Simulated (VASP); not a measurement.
# Pd (Fm-3m) in VASP: further runs, part 2 of 2

VASP 6.6.1.

### Step 4. Relaxation of cell and atoms, revPBE

This run uses another cell than the first one, of 14.71 Å³/atom, 0.938 times its volume.

Input file INCAR:

```
SYSTEM = Pd
PREC = Accurate
ENCUT = 500
EDIFF = 1E-7
ISMEAR = -1
SIGMA = 0.1
LREAL = .FALSE.
LASPH = .TRUE.
NELM = 120
ALGO = Normal
ISIF = 3
LWAVE = .FALSE.
LCHARG = .FALSE.
GGA = RE
IBRION = 2
NSW = 80
EDIFFG = -0.01
GGA_COMPAT = .FALSE.
NELMIN = 4
```

Input file KPOINTS:

```
Automatic mesh
0
G
  14 14 14
  0 0 0
```

Input file POSCAR:

```
Pd
1.0
    0.0000000000      1.9449000000      1.9449000000
    1.9449000000      0.0000000000      1.9449000000
    1.9449000000      1.9449000000      0.0000000000
Pd
1
Direct
    0.0000000000      0.0000000000      0.0000000000
```

Potentials or basis: VASP PAW PBE potentials, release 64 (Pd).

Run with:

```
cat potpaw_PBE.64/Pd/POTCAR > POTCAR
mpirun -np 1 vasp_std > vasp.out
```

OUTCAR:

```text
SYSTEM = Pd
   PREC = Accurate
   ENCUT = 500
   EDIFF = 1E-7
   ISMEAR = -1
   LREAL = .FALSE.
   LASPH = .TRUE.
   NELM = 120
   ISIF = 3
   GGA = RE
   IBRION = 2
   NSW = 80
   EDIFFG = -0.01
   NELMIN = 4

 ion  position               nearest neighbor table
   1  0.000  0.000  0.000-

  LATTYP: Found a face centered cubic cell.
 ALAT       =     3.8898000000

  Lattice vectors:

 A1 = (   0.0000000000,   1.9449000000,   1.9449000000)
 A2 = (   1.9449000000,   0.0000000000,   1.9449000000)
 A3 = (   1.9449000000,   1.9449000000,   0.0000000000)

Analysis of symmetry for initial positions (statically):
=====================================================================
 Subroutine PRICEL returns:
 Original cell was already a primitive cell.

 Routine SETGRP: Setting up the symmetry group for a
 face centered cubic supercell.

 Subroutine GETGRP returns: Found 48 space group operations
 (whereof 48 operations were pure point group operations)
 out of a pool of 48 trial point group operations.

The static configuration has the point symmetry O_h .

Analysis of symmetry for dynamics (positions and initial velocities):
=====================================================================
 Subroutine PRICEL returns:
 Original cell was already a primitive cell.

 Routine SETGRP: Setting up the symmetry group for a
 face centered cubic supercell.

 Subroutine GETGRP returns: Found 48 space group operations
 (whereof 48 operations were pure point group operations)
 out of a pool of 48 trial point group operations.

The dynamic configuration has the point symmetry O_h .

 Subroutine INISYM returns: Found 48 space group operations
 (whereof 48 operations are pure point group operations),
 and found     1 'primitive' translations

----------------------------------------------------------------------------------------

                                     Primitive cell

  volume of cell :      14.7137

  direct lattice vectors                    reciprocal lattice vectors
     0.000000000  1.944900000  1.944900000    -0.257082626  0.257082626  0.257082626
     1.944900000  0.000000000  1.944900000     0.257082626 -0.257082626  0.257082626
     1.944900000  1.944900000  0.000000000     0.257082626  0.257082626 -0.257082626

  length of vectors
     2.750503957  2.750503957  2.750503957     0.445280171  0.445280171  0.445280171

  position of ions in fractional coordinates (direct lattice)
     0.000000000  0.000000000  0.000000000

  ion indices of the primitive-cell ions
   primitive index   ion index
                 1           1

----------------------------------------------------------------------------------------

 KPOINTS: Automatic mesh

Automatic generation of k-mesh.
 Grid dimensions read from file:
 generate k-points for:   14   14   14

 Generating k-lattice:

  Cartesian coordinates                     Fractional coordinates (reciprocal lattice)
[... 21 lines left out ...]
  0.285714  0.000000  0.000000      8.000000
  0.357143  0.000000  0.000000      8.000000
[... 16 lines left out ...]
  0.214286  0.142857  0.000000     24.000000
  0.285714  0.142857  0.000000     24.000000
 [... further k-points ...]
   k-points           NKPTS =    104   k-points in BZ     NKDIM =    104   number of bands    NBANDS=      9
   number of dos      NEDOS =    301   number of ions     NIONS =      1
   total plane-waves  NPLWV =   8000
   dimension x,y,z NGX =    20 NGY =   20 NGZ =   20
   dimension x,y,z NGXF=    40 NGYF=   40 NGZF=   40
   ions per type =               1
   NGX,Y,Z   is equivalent  to a cutoff of  12.09, 12.09, 12.09 a.u.
   NGXF,Y,Z  is equivalent  to a cutoff of  24.18, 24.18, 24.18 a.u.
 SYSTEM =  Pd
   PREC   = accura    normal or accurate (medium, high low for compatibility)
   ISTART =      0    job   : 0-new  1-cont  2-samecut
   ICHARG =      2    charge: 1-file 2-atom 10-const
   ISPIN  =      1    spin polarized calculation?
   LNONCOLLINEAR =      F non collinear calculations
   LSORBIT =      F    spin-orbit coupling
   LASPH  =      T    aspherical Exc in radial PAW
   ENCUT  =  500.0 eV  36.75 Ry    6.06 a.u.   5.01  5.01  5.01*2*pi/ulx,y,z
   NELM   =    120;   NELMIN=  4; NELMDL= -5     # of ELM steps
   EDIFF  = 0.1E-06   stopping-criterion for ELM
   LREAL  =      F    real-space projection
   EDIFFG = -.1E-01   stopping-criterion for IOM
   NSW    =     80    number of steps for IOM
   IBRION =      2    ionic relax: 0-MD 1-quasi-New 2-CG
   NFREE  =      1    steps in history (QN), initial steepest desc. (CG)
   ISIF   =      3    stress and relaxation
   ISYM   =      2    0-nonsym 1-usesym 2-fastsym
   POTIM  = 0.5000    time-step for ionic-motion
   TEBEG  =    0.0;   TEEND  =   0.0 temperature during run
   PSTRESS=    0.0 pullay stress
   NELECT =      10.0000    total number of electrons
   NUPDOWN=      -1.0000    fix difference up-down
   EMIN   =  10.00;   EMAX   =-10.00  energy-range for DOS
   EFERMI =   0.00;   METHOD = LEGACY
   ISMEAR =    -1;   SIGMA  =   0.10  broadening in eV -4-tet -1-fermi 0-gaus
   EFERMI_NEDOS =   21; number of points for ismear=-14 and -15
   IALGO  =     38    algorithm
   IMIX   =      4    mixing-type and parameters
     AMIX     =   0.40;   BMIX     =  1.00
     AMIX_MAG =   1.60;   BMIX_MAG =  1.00
  volume/ion in A,a.u.               =      14.71        99.29
  Fermi-wavevector in a.u.,A,eV,Ry     =   1.439354  2.719984 28.187725  2.071739
  Thomas-Fermi vector in A             =   2.558219
   LORBIT       =      0    0 simple, 1 ext, 2 COOP (PROOUT), +10 PAW based schemes
   GGA     = RE    functional components
   LHFCALC =     F    Hartree Fock is set to
   AEXX    =    0.0000 exact exchange contribution
   IVDW    =     0    specifies the selected vdW correction
   LEPSILON=     F    determine dielectric tensor
   LRPA    =     F    only Hartree local field effects (RPA)
 conjugate gradient relaxation of ions
 non-spin polarized calculation
  energy-cutoff  :      500.00
  volume of cell :       14.71
 maximum number of plane-waves:       388
   NGX =  9   NGY =  9   NGZ =  9

--------------------------------------- Ionic step        1  -------------------------------------------

 number of electron      10.0000000 magnetization

 Free energy of the ion-electron system (eV)
  ---------------------------------------------------
  ext. energy  EPLUGINS =         0.00000000
  ---------------------------------------------------
  free energy    TOTEN  =        -4.74647263 eV

  energy without entropy =       -4.67725895  energy(sigma->0) =       -4.71186579

------------------------ aborting loop because EDIFF is reached ----------------------------------------

  FORCE on cell =-STRESS in cart. coord.  units (eV):
  Direction    XX          YY          ZZ          XY          YZ          ZX
  --------------------------------------------------------------------------------------
  -------------------------------------------------------------------------------------
  Total        1.0383359      1.0383359      1.0383359      0.0000000     -0.0000000      0.0000000
  in kB      113.0645986    113.0645986    113.0645986      0.0000000     -0.0000000      0.0000000
  external PRESSURE =     113.0645986 kB  Pullay stress =       0.0000000 kB
[... 92 lines left out ...]
--------------------------------------- Ionic step        4  -------------------------------------------

 number of electron       9.9999999 magnetization

 Free energy of the ion-electron system (eV)
  ---------------------------------------------------
  ext. energy  EPLUGINS =         0.00000000
  ---------------------------------------------------
  free energy    TOTEN  =        -4.77794846 eV

  energy without entropy =       -4.70552952  energy(sigma->0) =       -4.74173899

 E-fermi :   8.8994     XC(G=0): -12.7313

 val. band max:        8.8964006617   @ k =   0.3571   0.2143   0.0714
 cond. band min:       8.9005093867   @ k =  -0.4286   0.3571   0.0714
 fundamental gap:      0.0041087250
 Fermi energy:         8.8993677391

 k-point     1 :       0.0000    0.0000    0.0000
  band No.  band energies     occupation
      1       2.2256      2.00000
      2       6.3061      2.00000
      3       6.3061      2.00000
      4       6.3061      2.00000
      5       7.7554      1.99998
      6       7.7554      1.99998
      7      26.0198      0.00000
      8      30.4743      0.00000
      9      30.4743      0.00000
[... 265 lines left out ...]
 k-point    24 :       0.2857    0.1429    0.0000
  band No.  band energies     occupation
      1       4.2379      2.00000
      2       5.6172      2.00000
      3       6.5846      2.00000
      4       6.9633      2.00000
      5       7.9170      1.99989
      6       8.2726      1.99621
      7      23.7449      0.00000
      8      27.1757      0.00000
      9      28.0395      0.00000

 [... further k-points ...]
[... 5 lines left out ...]
  --------------------------------------------------------------------------------------
  -------------------------------------------------------------------------------------
  Total        0.0022670      0.0022670      0.0022670     -0.0000000      0.0000000      0.0000000
  in kB        0.2318119      0.2318119      0.2318119     -0.0000000      0.0000000      0.0000000
  external PRESSURE =       0.2318119 kB  Pullay stress =       0.0000000 kB
[... 16 lines left out ...]
  FREE ENERGIE OF THE ION-ELECTRON SYSTEM (eV)
  ---------------------------------------------------
  free  energy   TOTEN  =        -4.7779484576 eV

  energy  without entropy=       -4.7055295224  energy(sigma->0) =       -4.74173899

 reached required accuracy - stopping structural energy minimisation
```

Run time: 24 s. Hardware: 1 thread of Intel Xeon 6975P-C (Granite Rapids), shared host; peak memory 0.14 GiB.

What came out:

```yaml
Free_energy: -4.7779 eV
Relaxed_volume: 15.67 Å³/atom
Relaxed_cell: a = 2.809 Å, b = 2.809 Å, c = 2.809 Å, α = 60.00°, β = 60.00°, γ = 60.00°
Space_group_after_relaxing_to_0.05_Å: Fm-3m (No. 225)
Energy_gained_by_relaxing: 31.5 meV/atom
Ionic_steps: 4
Pressure_after_relaxing: 0.0 GPa
Band_gap_on_the_k_mesh: zero (band 5 reaches 9.13 eV, above the bottom of band 6 at 7.69 eV)
```

Step by step:
```tsv
step	energy change (eV)	largest force (eV/Å)	pressure (GPa)	volume (Å³)
1	0.0000	0.0000	11.31	14.71
2	0.0153	0.0000	-9.99	17.04
3	-0.0315	0.0000	-0.16	15.69
4	-0.0315	0.0000	0.02	15.67
```

Final structure:
```cif
data_structure
_symmetry_space_group_name_H-M 'P 1'
_symmetry_Int_Tables_number 1
_cell_length_a 2.8088
_cell_length_b 2.8088
_cell_length_c 2.8088
_cell_angle_alpha 60.000
_cell_angle_beta 60.000
_cell_angle_gamma 60.000
_cell_volume 15.67
loop_
_atom_site_label
_atom_site_type_symbol
_atom_site_fract_x
_atom_site_fract_y
_atom_site_fract_z
_atom_site_occupancy
Pd1 Pd 0.00000 0.00000 0.00000 1
```

Caveat: the PAW data sets were made with another functional, which shifts forces and pressure a little. Zero-point motion and thermal expansion aren't in these numbers.

### Step 5. Single point, revPBE (volume scaled by 0.92)

Input file INCAR:

```
SYSTEM = Pd
PREC = Accurate
ENCUT = 500
EDIFF = 1E-6
ISMEAR = -1
SIGMA = 0.1
LREAL = .False.
LASPH = .True.
NELM = 120
ALGO = Normal
ISIF = 2
LWAVE = .False.
LCHARG = .False.
GGA = RE
NBANDS = 11
GGA_COMPAT = .False.
```

Input file KPOINTS:

```
regular mesh
0
Gamma
  22 22 22
  0 0 0
```

Input file POSCAR:

```
Pd
1.0
    0.0000000000      1.9325018310      1.9325018310
    1.9325018310      0.0000000000      1.9325018310
    1.9325018310      1.9325018310      0.0000000000
Pd
1
Direct
    0.0000000000      0.0000000000      0.0000000000
```

Run with:

```
cat potpaw_PBE.64/Pd/POTCAR > POTCAR
mpirun -np 1 vasp_std > vasp.out
```

Run time: 28 s. Hardware: 1 thread of Intel Xeon 6975P-C (Granite Rapids), shared host; peak memory 0.16 GiB.

The run converged. Its results:

```
Free energy            : -4.7275 eV
Pressure               : 15.4 GPa
Band gap on the k mesh : zero (band 5 reaches 10.53 eV, above the bottom of band 6 at 8.88 eV)
```

Levels at points of the mesh, in eV from the Fermi level:
```
           k point  band 1  band 2  band 3  band 4  band 5  band 6  band 7  band 8  band 9  band 10
(0.00, 0.00, 0.00)   -7.30   -2.96   -2.96   -2.96   -1.30   -1.30   17.17   22.09   22.09    22.09
(0.50, 0.00, 0.00)   -5.48   -3.01   -3.01   -0.05   -0.05    0.96    7.50   16.53   21.33    21.33
(0.50, 0.50, 0.00)   -5.60   -5.30   -0.09    0.28    0.28    3.35   11.00   13.34   13.34    21.90
```

Caveat: the cell differs from its parent crystal (volume scaled by 0.92); the PAW data sets were made with another functional, which shifts forces and pressure a little.

### Step 6. Single point, revPBE (volume scaled by 0.96)

Input file INCAR:

```
ALGO = Normal ; EDIFF = 1E-6
ENCUT = 500 ; GGA = RE
GGA_COMPAT = F ; ISIF = 2
ISMEAR = -1 ; LASPH = T
LCHARG = F ; LREAL = F
LWAVE = F ; NBANDS = 11
NELM = 120 ; PREC = Accurate
SIGMA = 0.1
```

Input file KPOINTS:

```
k-points
0
Gamma
  22 22 22
```

Input file POSCAR:

```
Pd
1.0
    0.0000000000      1.9601127304      1.9601127304
    1.9601127304      0.0000000000      1.9601127304
    1.9601127304      1.9601127304      0.0000000000
Pd
1
Direct
    0.0000000000      0.0000000000      0.0000000000
```

Potentials or basis: VASP PAW PBE potentials, release 64 (Pd).

Run with:

```
cat potpaw_PBE.64/Pd/POTCAR > POTCAR
mpirun -np 1 vasp_std > vasp.out
```

Run time: 30 s. Hardware: 1 thread of Intel Xeon 6975P-C (Granite Rapids), shared host; peak memory 0.16 GiB.

It converged, with:

* Free energy: -4.7699 eV
* Pressure: 6.5 GPa
* Band gap on the k mesh: zero (band 5 reaches 9.79 eV, above the bottom of band 6 at 8.25 eV)

Levels at points of the mesh, in eV from the Fermi level:
| k point | band 3 | band 4 | band 5 | band 6 | band 7 | band 8 |
| --- | --- | --- | --- | --- | --- | --- |
| (0.00, 0.00, 0.00) | -2.77 | -2.77 | -1.22 | -1.22 | 17.15 | 21.83 |
| (0.50, 0.00, 0.00) | -2.81 | -0.06 | -0.06 | 1.06 | 7.16 | 16.50 |
| (0.50, 0.50, 0.00) | -0.09 | 0.25 | 0.25 | 3.35 | 10.55 | 13.11 |

Caveat: the cell differs from its parent crystal (volume scaled by 0.96); the PAW data sets were made with another functional, which shifts forces and pressure a little.

### Step 7. Summary

| task | cell | k mesh | gap on the mesh (eV) | pressure (GPa) |
| --- | --- | --- | --- | --- |
| single point | a = 2.810 Å, angles 60.0°, 1 atom | 14 × 14 × 14 | none | -0.2 |
| single point | a = 2.693 Å, angles 60.0°, 1 atom | 22 × 22 × 22 | none | 27.0 |
| relaxation of cell and atoms | relaxed from a = 2.751 Å, angles 60.0°, 1 atom | 14 × 14 × 14 | none | 0.0 |
| single point | a = 2.733 Å, angles 60.0°, 1 atom | 22 × 22 × 22 | none | 15.4 |
| single point | a = 2.772 Å, angles 60.0°, 1 atom | 22 × 22 × 22 | none | 6.5 |

Alike in all rows: level revPBE; potentials or basis VASP PAW PBE potentials, release 64 (Pd); no spin polarisation; cutoff (eV) 500; smearing fermi-dirac 0.1 eV.

Caveats: the PAW data sets were made with another functional, which shifts forces and pressure a little.

Absolute energies hang on the potentials; compare differences alone.
